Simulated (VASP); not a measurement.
Runs of VASP 6.6.1 on BN. The structure is orthorhombic, space group Fmm2 (No. 42). The conventional cell has a = 2.503 Å, b = 6.991 Å, c = 4.332 Å, α = 90.00°, β = 90.00°, γ = 90.00°. B (site symmetry mm2) has 3 N at 1.44 Å within 1.9 Å. Within 1.9 Å of N (site symmetry mm2) lie 3 B at 1.44 Å. 

| k mesh | gap on the mesh (eV) | pressure (GPa) | largest force (eV/Å) |
| --- | --- | --- | --- |
| 6 × 6 × 6 | 3.64 | -4.0 | 0.01 |
| 8 × 8 × 8 | 3.61 | -3.9 | 0.01 |
| 7 × 7 × 7 | (a) | -4.0 | 0.01 |
| 4 × 4 × 4 | 4.16 | -4.1 | 0.02 |
| 10 × 10 × 10 | (b) | -4.0 | 0.01 |

Alike in all rows: task single point; level LDA; potentials or basis VASP PAW LDA potentials, release 64 (B, N); no spin polarisation; cell as given; cutoff (eV) 600; smearing fermi-dirac 0.01 eV.

Q: Fill in the values left out.

A: (a) 3.98; (b) 3.69.

Caveats: some runs use coarse meshes; the cell stands under tension (at least some runs); an odd mesh through Γ misses points on the zone boundary, where band edges can lie (at least some runs).
